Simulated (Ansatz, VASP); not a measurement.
# One calculation of Sc, two programs

The input INCAR:

```
ALGO = Normal
EDIFF = 1E-6
ENCUT = 520
GGA = PE
ISIF = 2
ISMEAR = -1
LASPH = T
LCHARG = F
LREAL = F
LWAVE = F
NBANDS = 12
NELM = 60
PREC = Accurate
SIGMA = 0.08
```

File KPOINTS:

```
k-points
0
Gamma
  13 13 13
```

File POSCAR:

```
Sc
1.0
    2.6374688244      0.0000000000      0.0000000000
    0.0000000000      2.6374688244      0.0000000000
    0.0000000000      0.0000000000      2.6374688244
Sc
1
Direct
    0.0000000000      0.0000000000      0.0000000000
```

Input for Ansatz:

```yaml
crystal:
  lattice:
    - [2.6374688244, 0.0, 0.0]
    - [0.0, 2.6374688244, 0.0]
    - [0.0, 0.0, 2.6374688244]
  atoms:
    - { symbol: Sc, position: [0.0, 0.0, 0.0] }
kpoints:
  mp_grid: { grid: [13, 13, 13] }
scf:
  occupations: { method: fermi_dirac, width: 0.08 }
hamiltonian:
  xc: pbe
  pseudopotentials: { kind: paw }
output:
  forces: true
  stress: true
  eigenvalues: true
  populations: true
```

Change from the starting cell: volume scaled by 0.7, PAW files.

Alike in both runs: task single point; functional PBE; k mesh 13 × 13 × 13; occupations fermi-dirac, width 0.08 eV; no spin polarisation.

|  | VASP | Ansatz |
| --- | --- | --- |
| version | VASP 6.6.1 | Ansatz 0.2.0 |
| potentials or method | VASP PAW PBE potentials, release 64 (Sc_sv) | PAW with Ansatz's default frozen-core files, scalar-relativistic |
| plane-wave cutoff (eV) | 520 | 420 |
| valence electrons in the cell | 11 | 11 |

```tsv
	VASP	Ansatz	Ansatz less VASP
pressure (GPa)	21.4	21.1	-0.25
```

With one functional, cell and mesh, what is left measures potentials, basis and numerics.
